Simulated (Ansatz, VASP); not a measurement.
## Co in VASP and in Ansatz

The input INCAR:

```
ALGO = Normal ; DIPOL = 0.5 0.5 0.500
EDIFF = 1E-7 ; ENCUT = 520
GGA = PE ; IDIPOL = 3
ISIF = 2 ; ISMEAR = -1
ISPIN = 2 ; LASPH = True
LCHARG = True ; LDIPOL = True
LELF = True ; LMAXMIX = 4
LORBIT = 11 ; LREAL = False
LVACPOTAV = True ; LVHAR = True
LWAVE = False ; MAGMOM = 2 2 2 2 2 2
NBANDS = 40 ; NELM = 150
PREC = Accurate ; SIGMA = 0.05
```

File KPOINTS:

```
k-points
0
Gamma
  12 12 1
```

File POSCAR:

```
Co
1.0
    2.4873648738      0.0000000000      0.0000000000
   -1.2436824369      2.1541211692      0.0000000000
    0.0000000000      0.0000000000     25.0780875629
Co
6
Direct
    0.6666666700      0.3333333400      0.2990658670
    0.3333333300      0.6666666600      0.3768831468
    0.6666666700      0.3333333400      0.4610913601
    0.3333333300      0.6666666600      0.5389086399
    0.6666666700      0.3333333400      0.6231168532
    0.3333333300      0.6666666600      0.7009341330
```

Contents of input.yaml:

```yaml
crystal:
  lattice:
    - [2.4873648738, 0.0, 0.0]
    - [-1.2436824369, 2.1541211692, 0.0]
    - [0.0, 0.0, 25.0780875629]
  atoms:
    - { symbol: Co, position: [0.66666667, 0.33333334, 0.299065867], spin: 2.0 }
    - { symbol: Co, position: [0.33333333, 0.66666666, 0.3768831468], spin: 2.0 }
    - { symbol: Co, position: [0.66666667, 0.33333334, 0.4610913601], spin: 2.0 }
    - { symbol: Co, position: [0.33333333, 0.66666666, 0.5389086399], spin: 2.0 }
    - { symbol: Co, position: [0.66666667, 0.33333334, 0.6231168532], spin: 2.0 }
    - { symbol: Co, position: [0.33333333, 0.66666666, 0.700934133], spin: 2.0 }
hamiltonian:
  xc: pbe
  pseudopotentials: { kind: paw }
magnetization:
  spin_polarized: true
kpoints:
  mp_grid: { grid: [12, 12, 1] }
scf:
  occupations: { method: fermi_dirac, width: 0.05 }
output:
  forces: true
  eigenvalues: true
efield:
  axis: 3
  dipole_correction: true
  ramp_width: 0.04
```

Alike in both runs: task single point; functional PBE; k mesh 12 × 12 × 1; occupations fermi-dirac, width 0.05 eV; collinear spin.

```csv
,VASP,Ansatz
version,VASP 6.6.1,Ansatz 0.2.0
potentials or method,"VASP PAW PBE potentials, release 64 (Co)",Ansatz PAW
plane-wave cutoff (eV),520,420
valence electrons in the cell,54,102
```

Ansatz gave:

```
gap on the k mesh at the Fermi level (eV)                     : none
rms of the force components (eV/Å)                            : 0.149
net moment per atom (μB)                                      : 1.67
size of the moment on the site where the two differ most (μB) : 1.75
work function, face that differs most (eV)                    : 4.95
```

Q: What did VASP give for the same quantities?

A: gap on the k mesh at the Fermi level (eV): none; rms of the force components (eV/Å): 0.144; net moment per atom (μB): 1.66; size of the moment on the site where the two differ most (μB): 1.69; work function, face that differs most (eV): 4.92.

Site moments also hang on the region over which each program counts them. Atom by atom the forces differ by 0.011 eV/Å (rms over components). A gap of «none» marks a metal or a gap that the smearing closes. VASP's potentials hold 54 valence electrons a cell and Ansatz's 102, so a difference there can come from the potentials and not from the codes.
